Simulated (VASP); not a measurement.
Input of a VASP 6.6.1 run:

INCAR

```
PREC     = Accurate       # precision mode
ENCUT    = 520            # plane-wave cutoff, eV
EDIFF    = 1E-6           # SCF threshold, eV
ISMEAR   = -1             # smearing method
SIGMA    = 0.1            # smearing width, eV
LREAL    = False          # projectors in reciprocal space
LASPH    = True           # aspherical terms in the spheres
NELM     = 80             # most SCF steps
ALGO     = Normal         # electronic algorithm
ISIF     = 2              # what is computed and relaxed
LWAVE    = False          # write WAVECAR
LCHARG   = True           # write CHGCAR
GGA      = PE             # functional
LELF     = True           # ELF
LVHAR    = True         
NBANDS   = 11             # bands
```

Contents of KPOINTS:

```
Automatic mesh
0
Gamma
  16 16 16
```

POSCAR

```
Hf
1.0
    0.0000000000      1.8042140931      1.8042140931
    1.8042140931      0.0000000000      1.8042140931
    1.8042140931      1.8042140931      0.0000000000
Hf
1
Direct
    0.0000000000      0.0000000000      0.0000000000
```

Potentials or basis: VASP PAW PBE potentials, release 64 (Hf_pv).

Launch:

```console
$ cat potpaw_PBE.64/Hf_pv/POTCAR > POTCAR
$ mpirun -np 1 vasp_std > vasp.out
```

Question: Estimate the band gap on the k mesh.

Answer: Zero (band 5 reaches 11.67 eV, above the bottom of band 6 at 9.27 eV).

Question: Estimate the pressure.

Answer: 203.1 GPa.

Caveat: spin-orbit coupling is left out, which moves the levels of the heavy elements.
